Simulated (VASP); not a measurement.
A run of VASP 6.6.1 is set up as follows.

File INCAR:

```
ALGO = Normal
EDIFF = 1E-7
ENCUT = 520
GGA = PE
ISIF = 2
ISMEAR = 0
LASPH = True
LCHARG = False
LREAL = False
LWAVE = False
NBANDS = 26
NELM = 60
PREC = Accurate
SIGMA = 0.05
```

File KPOINTS:

```
k-points
0
Gamma
  6 6 6
```

File POSCAR:

```
SiC
1.0
    4.3797281854      0.0000000000      0.0000000000
    0.0000000000     -4.3797281854      0.0000000000
    0.0000000000      0.0000000000     -4.3797281854
Si C
4 4
Direct
    0.0000000000      0.0000000000      0.0000000000
    0.5000000000      0.5000000000      0.0000000000
    0.5000000000      0.0000000000      0.5000000000
    0.0000000000      0.5000000000      0.5000000000
    0.7500000000      0.7500000000      0.7317340263
    0.2500000000      0.2500000000      0.7500000000
    0.2500000000      0.7500000000      0.2500000000
    0.7500000000      0.2500000000      0.2500000000
```

Potentials or basis: VASP PAW PBE potentials, release 64 (Si, C).

Launch:

```bash
$ cat potpaw_PBE.64/Si/POTCAR potpaw_PBE.64/C/POTCAR > POTCAR
$ mpirun -np 1 vasp_std > vasp.out
```

(1) Estimate the pressure.

(2) Predict the band gap on the k mesh.

(3) What does it give for the largest force?

Results:

(1) 0.2 GPa.

(2) 1.27 eV.

(3) 1.788 eV/Å.

Caveat: the cell differs from its parent crystal (atom 5 (C) moved +0.080 Å along Cartesian [0 0 1]); forces of over 1 eV/Å act on the atoms, so gaps and moduli don't describe the material at rest.
